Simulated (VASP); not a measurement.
# Hg (P6/mmm) in VASP: notebook, part 2 of 2

VASP 6.6.1. Earlier steps stand in the parts before.

## Step 4: Single point, PBE

This run uses another cell than the first one, of 14.15 Å³/atom.

File INCAR:

```
PREC = Accurate ; ENCUT = 520
EDIFF = 1E-6 ; ISMEAR = -1
SIGMA = 0.1 ; LREAL = False
LASPH = True ; NELM = 100
ALGO = Normal ; ISIF = 2
LWAVE = False ; LCHARG = True
GGA = PE ; LELF = True
LVHAR = True ; NBANDS = 12
```

File KPOINTS:

```
regular mesh
0
Gamma
  13 13 12
```

File POSCAR:

```
Hg
1.0
    2.5685051485      0.0000000000      0.0000000000
   -1.2842525742      2.2243907083      0.0000000000
    0.0000000000      0.0000000000      2.4764406088
Hg
1
Direct
    0.0000000000      0.0000000000      0.0000000000
```

Potentials or basis: VASP PAW PBE potentials, release 64 (Hg).

Started as:

```
$ cat potpaw_PBE.64/Hg/POTCAR > POTCAR
$ mpirun -np 1 vasp_std > vasp.out
```

OUTCAR:

```text
PREC = Accurate
   ENCUT = 520
   EDIFF = 1E-6
   ISMEAR = -1
   LREAL = False
   LASPH = True
   NELM = 100
   ISIF = 2
   GGA = PE

 ion  position               nearest neighbor table
   1  0.000  0.000  0.000-

  LATTYP: Found a hexagonal cell.
 ALAT       =     2.5685051485
 C/A-ratio  =     0.9641563733

  Lattice vectors:

 A1 = (   2.5685051485,   0.0000000000,   0.0000000000)
 A2 = (  -1.2842525742,   2.2243907083,   0.0000000000)
 A3 = (   0.0000000000,   0.0000000000,   2.4764406088)

Analysis of symmetry for initial positions (statically):
=====================================================================
 Subroutine PRICEL returns:
 Original cell was already a primitive cell.

 Routine SETGRP: Setting up the symmetry group for a
 hexagonal supercell.

 Subroutine GETGRP returns: Found 24 space group operations
 (whereof 24 operations were pure point group operations)
 out of a pool of 24 trial point group operations.

The static configuration has the point symmetry D_6h.

Analysis of symmetry for dynamics (positions and initial velocities):
=====================================================================
 Subroutine PRICEL returns:
 Original cell was already a primitive cell.

 Routine SETGRP: Setting up the symmetry group for a
 hexagonal supercell.

 Subroutine GETGRP returns: Found 24 space group operations
 (whereof 24 operations were pure point group operations)
 out of a pool of 24 trial point group operations.

The dynamic configuration has the point symmetry D_6h.

 Subroutine INISYM returns: Found 24 space group operations
 (whereof 24 operations are pure point group operations),
 and found     1 'primitive' translations

----------------------------------------------------------------------------------------

                                     Primitive cell

  volume of cell :      14.1488

  direct lattice vectors                    reciprocal lattice vectors
     2.568505148  0.000000000  0.000000000     0.389331515  0.224780655  0.000000000
    -1.284252574  2.224390708  0.000000000     0.000000000  0.449561310  0.000000000
     0.000000000  0.000000000  2.476440609     0.000000000  0.000000000  0.403805363

  length of vectors
     2.568505148  2.568505148  2.476440609     0.449561310  0.449561310  0.403805363

  position of ions in fractional coordinates (direct lattice)
     0.000000000  0.000000000  0.000000000

  ion indices of the primitive-cell ions
   primitive index   ion index
                 1           1

----------------------------------------------------------------------------------------

 KPOINTS: regular mesh

Automatic generation of k-mesh.
 Grid dimensions read from file:
 generate k-points for:   13   13   12

 Generating k-lattice:

  Cartesian coordinates                     Fractional coordinates (reciprocal lattice)
     0.029948578  0.017290820  0.000000000     0.076923077  0.000000000  0.000000000
     0.000000000  0.034581639  0.000000000     0.000000000  0.076923077  0.000000000
     0.000000000  0.000000000  0.033650447     0.000000000  0.000000000  0.083333333

  Length of vectors
     0.034581639  0.034581639  0.033650447

  Shift w.r.t. Gamma in fractional coordinates (k-lattice)
     0.000000000  0.000000000  0.000000000

 Subroutine IBZKPT returns following result:
 ===========================================

 Found    147 irreducible k-points:

 Following reciprocal coordinates:
            Coordinates               Weight
  0.000000  0.000000  0.000000      1.000000
  0.076923 -0.000000  0.000000      6.000000
  0.153846  0.000000  0.000000      6.000000
  0.230769  0.000000  0.000000      6.000000
  0.307692  0.000000  0.000000      6.000000
  0.384615  0.000000  0.000000      6.000000
[... 16 lines left out ...]
  0.076923 -0.000000  0.083333     12.000000
  0.153846  0.000000  0.083333     12.000000
 [... further k-points ...]
   k-points           NKPTS =    147   k-points in BZ     NKDIM =    147   number of bands    NBANDS=     12
   number of dos      NEDOS =    301   number of ions     NIONS =      1
   total plane-waves  NPLWV =   7200
   dimension x,y,z NGX =    20 NGY =   20 NGZ =   18
   dimension x,y,z NGXF=    40 NGYF=   40 NGZF=   36
   ions per type =               1
   NGX,Y,Z   is equivalent  to a cutoff of  12.94, 12.94, 12.08 a.u.
   NGXF,Y,Z  is equivalent  to a cutoff of  25.89, 25.89, 24.17 a.u.
 SYSTEM =  unknown system
   PREC   = accura    normal or accurate (medium, high low for compatibility)
   ISTART =      0    job   : 0-new  1-cont  2-samecut
   ICHARG =      2    charge: 1-file 2-atom 10-const
   ISPIN  =      1    spin polarized calculation?
   LNONCOLLINEAR =      F non collinear calculations
   LSORBIT =      F    spin-orbit coupling
   LASPH  =      T    aspherical Exc in radial PAW
   ENCUT  =  520.0 eV  38.22 Ry    6.18 a.u.   4.78  4.78  4.60*2*pi/ulx,y,z
   NELM   =    100;   NELMIN=  2; NELMDL= -5     # of ELM steps
   EDIFF  = 0.1E-05   stopping-criterion for ELM
   LREAL  =      F    real-space projection
   EDIFFG = 0.1E-04   stopping-criterion for IOM
   NSW    =      0    number of steps for IOM
   IBRION =     -1    ionic relax: 0-MD 1-quasi-New 2-CG
   NFREE  =      0    steps in history (QN), initial steepest desc. (CG)
   ISIF   =      2    stress and relaxation
   ISYM   =      2    0-nonsym 1-usesym 2-fastsym
   POTIM  = 0.5000    time-step for ionic-motion
   TEBEG  =    0.0;   TEEND  =   0.0 temperature during run
   PSTRESS=    0.0 pullay stress
   NELECT =      12.0000    total number of electrons
   NUPDOWN=      -1.0000    fix difference up-down
   EMIN   =  10.00;   EMAX   =-10.00  energy-range for DOS
   EFERMI =   0.00;   METHOD = LEGACY
   ISMEAR =    -1;   SIGMA  =   0.10  broadening in eV -4-tet -1-fermi 0-gaus
   EFERMI_NEDOS =   21; number of points for ismear=-14 and -15
   IALGO  =     38    algorithm
   IMIX   =      4    mixing-type and parameters
     AMIX     =   0.40;   BMIX     =  1.00
     AMIX_MAG =   1.60;   BMIX_MAG =  1.00
  volume/ion in A,a.u.               =      14.15        95.48
  Fermi-wavevector in a.u.,A,eV,Ry     =   1.549633  2.928381 32.672506  2.401361
  Thomas-Fermi vector in A             =   2.654412
   LORBIT       =      0    0 simple, 1 ext, 2 COOP (PROOUT), +10 PAW based schemes
   GGA     = PE    functional components
   LHFCALC =     F    Hartree Fock is set to
   AEXX    =    0.0000 exact exchange contribution
   IVDW    =     0    specifies the selected vdW correction
   LEPSILON=     F    determine dielectric tensor
   LRPA    =     F    only Hartree local field effects (RPA)
 non-spin polarized calculation
  energy-cutoff  :      520.00
  volume of cell :       14.15
 maximum number of plane-waves:       405
 NGX is ok and might be reduce to    20
   NGX =  9   NGY =  9   NGZ =  9

 number of electron      11.9999998 magnetization

 Free energy of the ion-electron system (eV)
  ---------------------------------------------------
  ext. energy  EPLUGINS =         0.00000000
  ---------------------------------------------------
  free energy    TOTEN  =         2.85740896 eV

  energy without entropy =        2.86767558  energy(sigma->0) =        2.86254227

 E-fermi :   9.3566     XC(G=0): -13.8196

 val. band max:        9.2945919597   @ k =   0.1538   0.0000   0.4167
 cond. band min:       9.3568809991   @ k =   0.3846   0.2308   0.2500
 fundamental gap:      0.0622890394
 Fermi energy:         9.3565623547

 k-point     1 :       0.0000    0.0000    0.0000
  band No.  band energies     occupation
      1      -6.1520      2.00000
      2      -4.0983      2.00000
      3      -1.3806      2.00000
      4      -1.3806      2.00000
      5       2.1407      2.00000
      6       2.1407      2.00000
      7      20.9872      0.00000
      8      22.9044      0.00000
      9      28.2204      0.00000
     10      28.2204      0.00000
     11      28.8666      0.00000
     12      34.3453      0.00000

 k-point     2 :       0.0769   -0.0000    0.0000
  band No.  band energies     occupation
      1      -5.9002      2.00000
      2      -4.0232      2.00000
      3      -1.5008      2.00000
      4      -1.1983      2.00000
      5       1.9848      2.00000
      6       2.1117      2.00000
      7      21.3996      0.00000
      8      23.0637      0.00000
      9      26.1433      0.00000
     10      27.3690      0.00000
     11      29.5820      0.00000
     12      35.2522      0.00000
[... 316 lines left out ...]
 k-point    24 :       0.1538    0.0000    0.0833
  band No.  band energies     occupation
      1      -5.0178      2.00000
      2      -3.6101      2.00000
      3      -1.7159      2.00000
      4      -0.6483      2.00000
      5       1.4238      2.00000
      6       1.8777      2.00000
      7      20.7461      0.00000
      8      22.2467      0.00000
      9      25.3911      0.00000
     10      26.0010      0.00000
     11      31.1856      0.00000
     12      35.1851      0.00000

 [... further k-points ...]
[... 5 lines left out ...]
  --------------------------------------------------------------------------------------
  -------------------------------------------------------------------------------------
  Total       13.6926391     13.6926391     13.6977536      0.0000000     -0.0000000      0.0000000
  in kB     1550.5233560   1550.5233560   1551.1025117      0.0000000     -0.0000000      0.0000000
  external PRESSURE =    1550.7164079 kB  Pullay stress =       0.0000000 kB

 VOLUME and BASIS-vectors are now :
 -----------------------------------------------------------------------------
  energy-cutoff  :      520.00
  volume of cell :       14.15
      direct lattice vectors                 reciprocal lattice vectors
     2.568505148  0.000000000  0.000000000     0.389331515  0.224780655  0.000000000
    -1.284252574  2.224390708  0.000000000     0.000000000  0.449561310  0.000000000
     0.000000000  0.000000000  2.476440609     0.000000000  0.000000000  0.403805363

 POSITION                                       TOTAL-FORCE (eV/Angst)
 -----------------------------------------------------------------------------------
      0.00000      0.00000      0.00000         0.000000      0.000000      0.000000
 -----------------------------------------------------------------------------------
    total drift:                               -0.000000      0.000000      0.000000

  FREE ENERGIE OF THE ION-ELECTRON SYSTEM (eV)
  ---------------------------------------------------
  free  energy   TOTEN  =         2.8574089620 eV

  energy  without entropy=        2.8676755760  energy(sigma->0) =        2.86254227
```

Run time: 12 s. Hardware: 1 thread of Intel Xeon Platinum 8375C at 2.90GHz (Ice Lake), shared host; peak memory 0.14 GiB.

What came out:

- Free energy: 2.8574 eV
- Pressure: 155.1 GPa
- Band gap on the k mesh: zero (bands 6 and 7 overlap by 5.56 eV)

Levels at points of the mesh, in eV from the Fermi level:
```tsv
k point	band 2	band 3	band 4	band 5	band 6	band 7	band 8	band 9	band 10	band 11
(0.00, 0.00, 0.00)	-13.45	-10.74	-10.74	-7.22	-7.22	11.63	13.55	18.86	18.86	19.51
(0.00, 0.00, 0.50)	-10.32	-10.32	-9.16	-9.16	-6.40	-2.01	17.18	20.49	20.49	20.82
```

Caveat: the cell stands under pressure; spin-orbit coupling is left out, which moves the levels of the heavy elements.

The gap in the log of VASP goes by the Fermi energy; the results here count the filled bands.